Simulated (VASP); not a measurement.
# Ta3Ti (Fm-3m) in VASP: a series of runs

Ta3Ti is run at these levels: PBE; tasks: single point, relaxation of cell and atoms.

Everything below comes from runs of VASP 6.6.1. Logs are shortened: lines on timing, memory, paths and dates and some standing lists are left out, and cuts for length are marked.

## Step 1: The cell of the first run

Symmetry: Fm-3m, No. 225, cubic system. Conventional cell: a = 6.259 Å, b = 6.259 Å, c = 6.259 Å, α = 90.00°, β = 90.00°, γ = 90.00°. Within 3.6 Å of Ti (site symmetry m-3m) lie 14 Ta at 2.71 to 3.13 Å. Within 3.6 Å of Ta (site symmetry -43m) lie 4 Ti at 2.71 Å and 10 Ta at 2.71 to 3.13 Å. Ta (site symmetry m-3m) has 8 Ta at 2.71 Å and 6 Ti at 3.13 Å within 3.6 Å.

The cell was built from a structure type or drawn by symmetry, and may not be a known phase.

## Step 2: Single point, PBE

INCAR reads:

```
ALGO = Normal
EDIFF = 1E-6
ENCUT = 520
GGA = PE
ISIF = 2
ISMEAR = 0
LASPH = T
LCHARG = F
LREAL = F
LWAVE = F
NBANDS = 30
NELM = 100
PREC = Accurate
SIGMA = 0.1
```

KPOINTS reads:

```
k-points
0
Gamma
  6 6 6
```

POSCAR reads:

```
Ta3Ti
1.0
    0.0000000000      3.1297373700      3.1297373700
    3.1297373700      0.0000000000      3.1297373700
    3.1297373700      3.1297373700      0.0000000000
Ti Ta
1 3
Direct
    0.0000000000      0.0000000000      0.0000000000
    0.2500000000      0.2500000000      0.2500000000
    0.7500000000      0.7500000000      0.7500000000
    0.5000000000      0.5000000000      0.5000000000
```

Potentials or basis: VASP PAW PBE potentials, release 64 (Ti_sv, Ta_pv).

Run with:

```console
> cat potpaw_PBE.64/Ti_sv/POTCAR potpaw_PBE.64/Ta_pv/POTCAR > POTCAR
> mpirun -np 1 vasp_std > vasp.out
```

OUTCAR:

```text
EDIFF = 1E-6
   ENCUT = 520
   GGA = PE
   ISIF = 2
   ISMEAR = 0
   LASPH = T
   LREAL = F
   NELM = 100
   PREC = Accurate

 ion  position               nearest neighbor table
   1  0.000  0.000  0.000-   3 2.71   3 2.71   3 2.71   2 2.71   2 2.71   2 2.71   3 2.71   2 2.71
                             4 3.13   4 3.13   4 3.13   4 3.13   4 3.13   4 3.13
   2  0.250  0.250  0.250-   1 2.71   1 2.71   1 2.71   4 2.71   4 2.71   4 2.71   4 2.71   1 2.71
                             3 3.13   3 3.13   3 3.13   3 3.13   3 3.13   3 3.13
   3  0.750  0.750  0.750-   4 2.71   4 2.71   4 2.71   1 2.71   1 2.71   1 2.71   4 2.71   1 2.71
                             2 3.13   2 3.13   2 3.13   2 3.13   2 3.13   2 3.13
   4  0.500  0.500  0.500-   2 2.71   2 2.71   2 2.71   3 2.71   3 2.71   3 2.71   3 2.71   2 2.71
                             1 3.13   1 3.13   1 3.13   1 3.13   1 3.13   1 3.13

  LATTYP: Found a face centered cubic cell.
 ALAT       =     6.2594747400

  Lattice vectors:

 A1 = (   0.0000000000,   3.1297373700,   3.1297373700)
 A2 = (   3.1297373700,   0.0000000000,   3.1297373700)
 A3 = (   3.1297373700,   3.1297373700,   0.0000000000)

Analysis of symmetry for initial positions (statically):
=====================================================================
 Subroutine PRICEL returns:
 Original cell was already a primitive cell.

 Routine SETGRP: Setting up the symmetry group for a
 face centered cubic supercell.

 Subroutine GETGRP returns: Found 48 space group operations
 (whereof 48 operations were pure point group operations)
 out of a pool of 48 trial point group operations.

The static configuration has the point symmetry O_h .

Analysis of symmetry for dynamics (positions and initial velocities):
=====================================================================
 Subroutine PRICEL returns:
 Original cell was already a primitive cell.

 Routine SETGRP: Setting up the symmetry group for a
 face centered cubic supercell.

 Subroutine GETGRP returns: Found 48 space group operations
 (whereof 48 operations were pure point group operations)
 out of a pool of 48 trial point group operations.

The dynamic configuration has the point symmetry O_h .

 Subroutine INISYM returns: Found 48 space group operations
 (whereof 48 operations are pure point group operations),
 and found     1 'primitive' translations

----------------------------------------------------------------------------------------

                                     Primitive cell

  volume of cell :      61.3132

  direct lattice vectors                    reciprocal lattice vectors
     0.000000000  3.129737370  3.129737370    -0.159757814  0.159757814  0.159757814
     3.129737370  0.000000000  3.129737370     0.159757814 -0.159757814  0.159757814
     3.129737370  3.129737370  0.000000000     0.159757814  0.159757814 -0.159757814

  length of vectors
     4.426117035  4.426117035  4.426117035     0.276708650  0.276708650  0.276708650

  position of ions in fractional coordinates (direct lattice)
     0.000000000  0.000000000  0.000000000
     0.250000000  0.250000000  0.250000000
     0.750000000  0.750000000  0.750000000
     0.500000000  0.500000000  0.500000000

  ion indices of the primitive-cell ions
   primitive index   ion index
                 1           1
                 2           2
                 3           3
                 4           4

----------------------------------------------------------------------------------------

 KPOINTS: k-points

Automatic generation of k-mesh.
 Grid dimensions read from file:
 generate k-points for:    6    6    6

 Generating k-lattice:

  Cartesian coordinates                     Fractional coordinates (reciprocal lattice)
    -0.026626302  0.026626302  0.026626302     0.166666667  0.000000000  0.000000000
     0.026626302 -0.026626302  0.026626302     0.000000000  0.166666667  0.000000000
     0.026626302  0.026626302 -0.026626302     0.000000000  0.000000000  0.166666667

  Length of vectors
     0.046118108  0.046118108  0.046118108

  Shift w.r.t. Gamma in fractional coordinates (k-lattice)
     0.000000000  0.000000000  0.000000000

 Subroutine IBZKPT returns following result:
 ===========================================

 Found     16 irreducible k-points:

 Following reciprocal coordinates:
            Coordinates               Weight
  0.000000  0.000000  0.000000      1.000000
  0.166667  0.000000  0.000000      8.000000
  0.333333  0.000000  0.000000      8.000000
  0.500000  0.000000  0.000000      4.000000
  0.166667  0.166667  0.000000      6.000000
  0.333333  0.166667  0.000000     24.000000
[... 8 lines left out ...]
 -0.333333  0.333333  0.166667     24.000000
 -0.333333  0.500000  0.166667     12.000000
   k-points           NKPTS =     16   k-points in BZ     NKDIM =     16   number of bands    NBANDS=     30
   number of dos      NEDOS =    301   number of ions     NIONS =      4
   total plane-waves  NPLWV =  46656
   dimension x,y,z NGX =    36 NGY =   36 NGZ =   36
   dimension x,y,z NGXF=    72 NGYF=   72 NGZF=   72
   ions per type =               1   3
   NGX,Y,Z   is equivalent  to a cutoff of  13.52, 13.52, 13.52 a.u.
   NGXF,Y,Z  is equivalent  to a cutoff of  27.04, 27.04, 27.04 a.u.
 SYSTEM =  unknown system
   PREC   = accura    normal or accurate (medium, high low for compatibility)
   ISTART =      0    job   : 0-new  1-cont  2-samecut
   ICHARG =      2    charge: 1-file 2-atom 10-const
   ISPIN  =      1    spin polarized calculation?
   LNONCOLLINEAR =      F non collinear calculations
   LSORBIT =      F    spin-orbit coupling
   LASPH  =      T    aspherical Exc in radial PAW
   ENCUT  =  520.0 eV  38.22 Ry    6.18 a.u.   8.23  8.23  8.23*2*pi/ulx,y,z
   NELM   =    100;   NELMIN=  2; NELMDL= -5     # of ELM steps
   EDIFF  = 0.1E-05   stopping-criterion for ELM
   LREAL  =      F    real-space projection
   EDIFFG = 0.1E-04   stopping-criterion for IOM
   NSW    =      0    number of steps for IOM
   IBRION =     -1    ionic relax: 0-MD 1-quasi-New 2-CG
   NFREE  =      0    steps in history (QN), initial steepest desc. (CG)
   ISIF   =      2    stress and relaxation
   ISYM   =      2    0-nonsym 1-usesym 2-fastsym
   POTIM  = 0.5000    time-step for ionic-motion
   TEBEG  =    0.0;   TEEND  =   0.0 temperature during run
   PSTRESS=    0.0 pullay stress
   NELECT =      45.0000    total number of electrons
   NUPDOWN=      -1.0000    fix difference up-down
   EMIN   =  10.00;   EMAX   =-10.00  energy-range for DOS
   EFERMI =   0.00;   METHOD = LEGACY
   ISMEAR =     0;   SIGMA  =   0.10  broadening in eV -4-tet -1-fermi 0-gaus
   EFERMI_NEDOS =   21; number of points for ismear=-14 and -15
   IALGO  =     38    algorithm
   IMIX   =      4    mixing-type and parameters
     AMIX     =   0.40;   BMIX     =  1.00
     AMIX_MAG =   1.60;   BMIX_MAG =  1.00
  volume/ion in A,a.u.               =      15.33       103.44
  Fermi-wavevector in a.u.,A,eV,Ry     =   1.476707  2.790572 29.669744  2.180665
  Thomas-Fermi vector in A             =   2.591201
   LORBIT       =      0    0 simple, 1 ext, 2 COOP (PROOUT), +10 PAW based schemes
   GGA     = PE    functional components
   LHFCALC =     F    Hartree Fock is set to
   AEXX    =    0.0000 exact exchange contribution
   IVDW    =     0    specifies the selected vdW correction
   LEPSILON=     F    determine dielectric tensor
   LRPA    =     F    only Hartree local field effects (RPA)
 non-spin polarized calculation
 Gauss-broadening in eV      SIGMA  =   0.10
  energy-cutoff  :      520.00
  volume of cell :       61.31
 maximum number of plane-waves:      1676
 NGX is ok and might be reduce to    36
   NGX = 17   NGY = 17   NGZ = 17

 number of electron      44.9999999 magnetization

 Free energy of the ion-electron system (eV)
  ---------------------------------------------------
  ext. energy  EPLUGINS =         0.00000000
  ---------------------------------------------------
  free energy    TOTEN  =       -42.02914559 eV

  energy without entropy =      -41.99875625  energy(sigma->0) =      -42.01395092

 E-fermi :   7.5238     XC(G=0): -13.1397

 val. band max:        7.5000020296   @ k =   0.1667   0.1667   0.0000
 cond. band min:       7.6070434127   @ k =  -0.3333   0.5000   0.1667
 fundamental gap:      0.1070413830
 Fermi energy:         7.5237535547

 k-point     1 :       0.0000    0.0000    0.0000
  band No.  band energies     occupation
      1     -48.3167      2.00000
      2     -26.1751      2.00000
      3     -26.1751      2.00000
      4     -26.1751      2.00000
      5     -26.0143      2.00000
      6     -26.0143      2.00000
[... 22 lines left out ...]
     29      12.8047      0.00000
     30      13.5305      0.00000

 k-point     2 :       0.1667    0.0000    0.0000
  band No.  band energies     occupation
      1     -48.3170      2.00000
      2     -26.2776      2.00000
      3     -26.2352      2.00000
      4     -26.2352      2.00000
      5     -25.9929      2.00000
      6     -25.9929      2.00000
[... 22 lines left out ...]
     29      12.6100      0.00000
     30      12.6100      0.00000

 k-point     3 :       0.3333    0.0000    0.0000
  band No.  band energies     occupation
      1     -48.3177      2.00000
      2     -26.3327      2.00000
      3     -26.3172      2.00000
      4     -26.3172      2.00000
      5     -25.9847      2.00000
      6     -25.9847      2.00000
[... 22 lines left out ...]
     29      12.1145      0.00000
     30      12.1145      0.00000

 k-point     4 :       0.5000    0.0000    0.0000
  band No.  band energies     occupation
      1     -48.3180      2.00000
      2     -26.3497      2.00000
      3     -26.3497      2.00000
      4     -26.2407      2.00000
      5     -25.9873      2.00000
      6     -25.9873      2.00000
[... 352 lines left out ...]
     29      11.1384      0.00000
     30      11.4318      0.00000

 k-point    15 :      -0.3333    0.3333    0.1667
  band No.  band energies     occupation
      1     -48.3183      2.00000
      2     -26.5313      2.00000
      3     -26.3818      2.00000
      4     -26.3184      2.00000
      5     -26.1183      2.00000
      6     -25.7305      2.00000
[... 22 lines left out ...]
     29      10.7307      0.00000
     30      12.4643      0.00000

 k-point    16 :      -0.3333    0.5000    0.1667
  band No.  band energies     occupation
      1     -48.3184      2.00000
      2     -26.5932      2.00000
      3     -26.5074      2.00000
      4     -26.1781      2.00000
      5     -26.1355      2.00000
      6     -25.6656      2.00000
[... 22 lines left out ...]
     29      11.0202      0.00000
     30      12.3790      0.00000

------------------------ aborting loop because EDIFF is reached ----------------------------------------

  FORCE on cell =-STRESS in cart. coord.  units (eV):
  Direction    XX          YY          ZZ          XY          YZ          ZX
  --------------------------------------------------------------------------------------
  -------------------------------------------------------------------------------------
  Total       13.6720659     13.6720659     13.6720659      0.0000000     -0.0000000      0.0000000
  in kB      357.2654696    357.2654696    357.2654696      0.0000000     -0.0000000      0.0000000
  external PRESSURE =     357.2654696 kB  Pullay stress =       0.0000000 kB

 VOLUME and BASIS-vectors are now :
 -----------------------------------------------------------------------------
  energy-cutoff  :      520.00
  volume of cell :       61.31
      direct lattice vectors                 reciprocal lattice vectors
     0.000000000  3.129737370  3.129737370    -0.159757814  0.159757814  0.159757814
     3.129737370  0.000000000  3.129737370     0.159757814 -0.159757814  0.159757814
     3.129737370  3.129737370  0.000000000     0.159757814  0.159757814 -0.159757814

 POSITION                                       TOTAL-FORCE (eV/Angst)
 -----------------------------------------------------------------------------------
      0.00000      0.00000      0.00000         0.000000      0.000000     -0.000000
      1.56487      1.56487      1.56487        -0.000000     -0.000000     -0.000000
      4.69461      4.69461      4.69461         0.000000      0.000000      0.000000
      3.12974      3.12974      3.12974         0.000000      0.000000     -0.000000
 -----------------------------------------------------------------------------------
    total drift:                                0.000000      0.000000      0.000000

  FREE ENERGIE OF THE ION-ELECTRON SYSTEM (eV)
  ---------------------------------------------------
  free  energy   TOTEN  =       -42.0291455912 eV

  energy  without entropy=      -41.9987562545  energy(sigma->0) =      -42.01395092
```

Run time: 89 s. Hardware: 1 thread of Intel Xeon 8259CL, shared host; peak memory 0.21 GiB.

What came out:

- Free energy: -42.0291 eV
- Pressure: 35.7 GPa
- Band gap on the k mesh: zero (an odd number of electrons rules out a gap without spin polarisation)

Caveat: the cell stands under pressure; spin-orbit coupling is left out, which moves the levels of the heavy elements.

[end of part 1 of 2]
